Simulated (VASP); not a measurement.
# CsH (I4mm) in VASP: single point with r2SCAN

Aim: the single point of CsH with r2SCAN.

Program: VASP 6.6.1. These are calculated values, not measurements. Logs are shortened: lines on timing, memory, paths and dates and some standing lists are left out, and cuts for length are marked.

## (1) The cell of the first run

Symmetry: I4mm, No. 107, tetragonal system. The conventional cell has a = 4.509 Å, b = 4.509 Å, c = 6.376 Å, α = 90.00°, β = 90.00°, γ = 90.00°. Cs (site symmetry 4mm) has 6 H at 3.13 to 3.25 Å within 4.1 Å. Within 4.1 Å of H (site symmetry 4mm) lie 6 Cs at 3.13 to 3.25 Å.

## (2) Single point, r2SCAN (all Cs atoms moved +0.062 Å, as atom 1 along Cartesian [0 0 1])

File POSCAR:

```
CsH
1.0
    0.0000000000      3.1880000000      3.1880000000
    3.1880000000      0.0000000000      3.1880000000
    3.1880000000      3.1880000000      0.0000000000
Cs H
1 1
Direct
    0.0098023839      0.0098023839     -0.0098023839
    0.5000000000      0.5000000000      0.5000000000
```

File INCAR.step1:

```
PREC = Accurate ; ENCUT = 520
ISMEAR = 0 ; SIGMA = 0.05
LREAL = False ; LASPH = True
NELM = 60 ; NBANDS = 12
GGA = PE ; ALGO = Normal
EDIFF = 1E-4 ; LWAVE = True
LCHARG = False
```

File INCAR.step2:

```
PREC = Accurate ; ENCUT = 520
EDIFF = 1E-7 ; ISMEAR = 0
SIGMA = 0.05 ; LREAL = False
LASPH = True ; NELM = 60
ALGO = Normal ; ISIF = 2
LWAVE = False ; LCHARG = True
METAGGA = R2SCAN ; LMIXTAU = True
LELF = True ; LVHAR = True
NBANDS = 12 ; ISTART = 1
```

File KPOINTS:

```
Automatic mesh
0
Gamma
  6 6 6
```

Potentials or basis: VASP PAW PBE potentials, release 64 (Cs_sv, H).

The run is started by

```bash
$ cat potpaw_PBE.64/Cs_sv/POTCAR potpaw_PBE.64/H/POTCAR > POTCAR
$ cp INCAR.step1 INCAR
$ mpirun -np 1 vasp_std > vasp.out
$ cp INCAR.step2 INCAR
$ mpirun -np 1 vasp_std > vasp.out
```

OUTCAR:

```text
PREC = Accurate
   ENCUT = 520
   EDIFF = 1E-7
   ISMEAR = 0
   LREAL = False
   LASPH = True
   NELM = 60
   ISIF = 2
   METAGGA = R2SCAN
   ISTART = 1

 ion  position               nearest neighbor table
   1  0.010  0.010  0.990-
   2  0.500  0.500  0.500-

  LATTYP: Found a face centered cubic cell.
 ALAT       =     6.3760000000

  Lattice vectors:

 A1 = (   0.0000000000,   3.1880000000,   3.1880000000)
 A2 = (   3.1880000000,   0.0000000000,   3.1880000000)
 A3 = (   3.1880000000,   3.1880000000,   0.0000000000)

Analysis of symmetry for initial positions (statically):
=====================================================================
 Subroutine PRICEL returns:
 Original cell was already a primitive cell.

 Routine SETGRP: Setting up the symmetry group for a
 face centered cubic supercell.

 Subroutine GETGRP returns: Found  8 space group operations
 (whereof  8 operations were pure point group operations)
 out of a pool of 48 trial point group operations.

The static configuration has the point symmetry C_4v.

Analysis of symmetry for dynamics (positions and initial velocities):
=====================================================================
 Subroutine PRICEL returns:
 Original cell was already a primitive cell.

 Routine SETGRP: Setting up the symmetry group for a
 face centered cubic supercell.

 Subroutine GETGRP returns: Found  8 space group operations
 (whereof  8 operations were pure point group operations)
 out of a pool of 48 trial point group operations.

The dynamic configuration has the point symmetry C_4v.

 Subroutine INISYM returns: Found  8 space group operations
 (whereof  8 operations are pure point group operations),
 and found     1 'primitive' translations

----------------------------------------------------------------------------------------

                                     Primitive cell

  volume of cell :      64.8015

  direct lattice vectors                    reciprocal lattice vectors
     0.000000000  3.188000000  3.188000000    -0.156838143  0.156838143  0.156838143
     3.188000000  0.000000000  3.188000000     0.156838143 -0.156838143  0.156838143
     3.188000000  3.188000000  0.000000000     0.156838143  0.156838143 -0.156838143

  length of vectors
     4.508512837  4.508512837  4.508512837     0.271651632  0.271651632  0.271651632

  position of ions in fractional coordinates (direct lattice)
     0.009802384  0.009802384  0.990197616
     0.500000000  0.500000000  0.500000000

  ion indices of the primitive-cell ions
   primitive index   ion index
                 1           1
                 2           2

----------------------------------------------------------------------------------------

 KPOINTS: Automatic mesh

Automatic generation of k-mesh.
 Grid dimensions read from file:
 generate k-points for:    6    6    6

 Generating k-lattice:

  Cartesian coordinates                     Fractional coordinates (reciprocal lattice)
    -0.026139691  0.026139691  0.026139691     0.166666667  0.000000000  0.000000000
     0.026139691 -0.026139691  0.026139691     0.000000000  0.166666667  0.000000000
     0.026139691  0.026139691 -0.026139691     0.000000000  0.000000000  0.166666667

  Length of vectors
     0.045275272  0.045275272  0.045275272

  Shift w.r.t. Gamma in fractional coordinates (k-lattice)
     0.000000000  0.000000000  0.000000000

 Subroutine IBZKPT returns following result:
 ===========================================

 Found     30 irreducible k-points:

 Following reciprocal coordinates:
            Coordinates               Weight
  0.000000  0.000000  0.000000      1.000000
  0.166667  0.000000  0.000000      8.000000
  0.333333  0.000000  0.000000      8.000000
  0.500000  0.000000  0.000000      4.000000
  0.166667  0.166667  0.000000      2.000000
  0.000000  0.166667  0.166667      4.000000
[... 16 lines left out ...]
  0.500000  0.333333  0.166667      8.000000
  0.166667  0.500000  0.333333      8.000000
 [... further k-points ...]
   k-points           NKPTS =     30   k-points in BZ     NKDIM =     30   number of bands    NBANDS=     12
   number of dos      NEDOS =    301   number of ions     NIONS =      2
   total plane-waves  NPLWV =  46656
   dimension x,y,z NGX =    36 NGY =   36 NGZ =   36
   dimension x,y,z NGXF=    72 NGYF=   72 NGZF=   72
   ions per type =               1   1
   NGX,Y,Z   is equivalent  to a cutoff of  13.27, 13.27, 13.27 a.u.
   NGXF,Y,Z  is equivalent  to a cutoff of  26.55, 26.55, 26.55 a.u.
 SYSTEM =  unknown system
   PREC   = accura    normal or accurate (medium, high low for compatibility)
   ISTART =      1    job   : 0-new  1-cont  2-samecut
   ICHARG =      0    charge: 1-file 2-atom 10-const
   ISPIN  =      1    spin polarized calculation?
   LNONCOLLINEAR =      F non collinear calculations
   LSORBIT =      F    spin-orbit coupling
   LASPH  =      T    aspherical Exc in radial PAW
   ENCUT  =  520.0 eV  38.22 Ry    6.18 a.u.   8.38  8.38  8.38*2*pi/ulx,y,z
   NELM   =     60;   NELMIN=  2; NELMDL=  0     # of ELM steps
   EDIFF  = 0.1E-06   stopping-criterion for ELM
   LREAL  =      F    real-space projection
   EDIFFG = 0.1E-05   stopping-criterion for IOM
   NSW    =      0    number of steps for IOM
   IBRION =     -1    ionic relax: 0-MD 1-quasi-New 2-CG
   NFREE  =      0    steps in history (QN), initial steepest desc. (CG)
   ISIF   =      2    stress and relaxation
   ISYM   =      2    0-nonsym 1-usesym 2-fastsym
   POTIM  = 0.5000    time-step for ionic-motion
   TEBEG  =    0.0;   TEEND  =   0.0 temperature during run
   PSTRESS=    0.0 pullay stress
   NELECT =      10.0000    total number of electrons
   NUPDOWN=      -1.0000    fix difference up-down
   EMIN   =  10.00;   EMAX   =-10.00  energy-range for DOS
   EFERMI =   0.00;   METHOD = LEGACY
   ISMEAR =     0;   SIGMA  =   0.05  broadening in eV -4-tet -1-fermi 0-gaus
   EFERMI_NEDOS =   21; number of points for ismear=-14 and -15
   IALGO  =     38    algorithm
   IMIX   =      4    mixing-type and parameters
     AMIX     =   0.40;   BMIX     =  1.00
     AMIX_MAG =   1.60;   BMIX_MAG =  1.00
  volume/ion in A,a.u.               =      32.40       218.65
  Fermi-wavevector in a.u.,A,eV,Ry     =   0.878105  1.659378 10.491026  0.771069
  Thomas-Fermi vector in A             =   1.998146
   LORBIT       =      0    0 simple, 1 ext, 2 COOP (PROOUT), +10 PAW based schemes
   METAGGA = R2SCAN    functional components
   LHFCALC =     F    Hartree Fock is set to
   AEXX    =    0.0000 exact exchange contribution
   IVDW    =     0    specifies the selected vdW correction
   LEPSILON=     F    determine dielectric tensor
   LRPA    =     F    only Hartree local field effects (RPA)
 non-spin polarized calculation
 Gauss-broadening in eV      SIGMA  =   0.05
  energy-cutoff  :      520.00
  volume of cell :       64.80
 maximum number of plane-waves:      1807
 NGX is ok and might be reduce to    36
   NGX = 17   NGY = 17   NGZ = 17

 number of electron      10.0000000 magnetization

 Free energy of the ion-electron system (eV)
  ---------------------------------------------------
  ext. energy  EPLUGINS =         0.00000000
  ---------------------------------------------------
  free energy    TOTEN  =       -28.98756962 eV

  energy without entropy =      -28.98756962  energy(sigma->0) =      -28.98756962

 E-fermi :   0.1062     XC(G=0):  -7.5571

 val. band max:       -0.1142250925   @ k =   0.5000   0.0000   0.0000
 cond. band min:       2.5523665184   @ k =   0.5000   0.0000   0.0000
 fundamental gap:      2.6665916110
 Fermi energy:         0.1061867904

 k-point     1 :       0.0000    0.0000    0.0000
  band No.  band energies     occupation
      1     -22.1849      2.00000
      2      -8.2705      2.00000
      3      -8.2705      2.00000
      4      -8.2701      2.00000
      5      -1.7621      2.00000
      6       5.5762      0.00000
      7       5.5762      0.00000
      8       5.5770      0.00000
      9       6.2173      0.00000
     10       7.4838      0.00000
     11       7.4861      0.00000
     12       9.1221      0.00000

 k-point     2 :       0.1667    0.0000    0.0000
  band No.  band energies     occupation
      1     -22.1648      2.00000
      2      -8.5041      2.00000
      3      -8.2939      2.00000
      4      -8.2937      2.00000
      5      -1.3689      2.00000
      6       4.6641      0.00000
      7       5.7270      0.00000
      8       5.7310      0.00000
      9       6.0816      0.00000
     10       7.0426      0.00000
     11       7.0464      0.00000
     12      10.2827      0.00000

 k-point     3 :       0.3333    0.0000    0.0000
  band No.  band energies     occupation
      1     -22.1243      2.00000
      2      -8.9196      2.00000
      3      -8.3400      2.00000
      4      -8.3396      2.00000
      5      -0.5710      2.00000
      6       3.2226      0.00000
      7       5.3938      0.00000
      8       5.3951      0.00000
      9       6.7156      0.00000
     10       7.7396      0.00000
     11       7.7399      0.00000
     12      12.0674      0.00000
[... 286 lines left out ...]
 k-point    23 :       0.5000    0.3333    0.1667
  band No.  band energies     occupation
      1     -22.0977      2.00000
      2      -8.8818      2.00000
      3      -8.5800      2.00000
      4      -8.4371      2.00000
      5      -0.7275      2.00000
      6       4.1067      0.00000
      7       4.1134      0.00000
      8       6.1788      0.00000
      9       7.3433      0.00000
     10       8.3083      0.00000
     11       9.3293      0.00000
     12      10.5983      0.00000

 k-point    24 :       0.1667    0.5000    0.3333
  band No.  band energies     occupation
      1     -22.0978      2.00000
      2      -8.8817      2.00000
      3      -8.5800      2.00000
      4      -8.4370      2.00000
      5      -0.7278      2.00000
      6       4.1061      0.00000
      7       4.1148      0.00000
      8       6.1751      0.00000
      9       7.3439      0.00000
     10       8.3100      0.00000
     11       9.3285      0.00000
     12      10.5994      0.00000

 [... further k-points ...]
[... 5 lines left out ...]
  --------------------------------------------------------------------------------------
  -------------------------------------------------------------------------------------
  Total        0.0144898      0.0144898      0.0316793      0.0000000     -0.0000000      0.0000000
  in kB        0.3582522      0.3582522      0.7832509      0.0000000     -0.0000000      0.0000000
  external PRESSURE =       0.4999185 kB  Pullay stress =       0.0000000 kB

 VOLUME and BASIS-vectors are now :
 -----------------------------------------------------------------------------
  energy-cutoff  :      520.00
  volume of cell :       64.80
      direct lattice vectors                 reciprocal lattice vectors
     0.000000000  3.188000000  3.188000000    -0.156838143  0.156838143  0.156838143
     3.188000000  0.000000000  3.188000000     0.156838143 -0.156838143  0.156838143
     3.188000000  3.188000000  0.000000000     0.156838143  0.156838143 -0.156838143

 POSITION                                       TOTAL-FORCE (eV/Angst)
 -----------------------------------------------------------------------------------
      3.18800      3.18800      0.06250         0.000000      0.000000     -0.038385
      3.18800      3.18800      3.18800         0.000000      0.000000      0.038385
 -----------------------------------------------------------------------------------
    total drift:                               -0.000000     -0.000000     -0.000064

  FREE ENERGIE OF THE ION-ELECTRON SYSTEM (eV)
  ---------------------------------------------------
  free  energy   TOTEN  =       -28.9875696204 eV

  energy  without entropy=      -28.9875696204  energy(sigma->0) =      -28.98756962
```

Run time: 5.4 min. Hardware: 1 thread of AMD EPYC 7R13, shared host; peak memory 0.19 GiB.

What came out:

```
Free energy            : -28.9876 eV
Pressure               : 0.0 GPa
Largest force          : 0.038 eV/Å
Band gap on the k mesh : 2.67 eV, direct
```

Forces on the atoms (eV/Å):
```
Cs   0.000  0.000 -0.038
H    0.000  0.000  0.038
```

Caveat: the cell differs from its parent crystal (all Cs atoms moved +0.062 Å, as atom 1 along Cartesian [0 0 1]); the PAW data sets were made with another functional, which shifts forces and pressure a little; spin-orbit coupling is left out, which moves the levels of the heavy elements. A k mesh can miss the band edges.
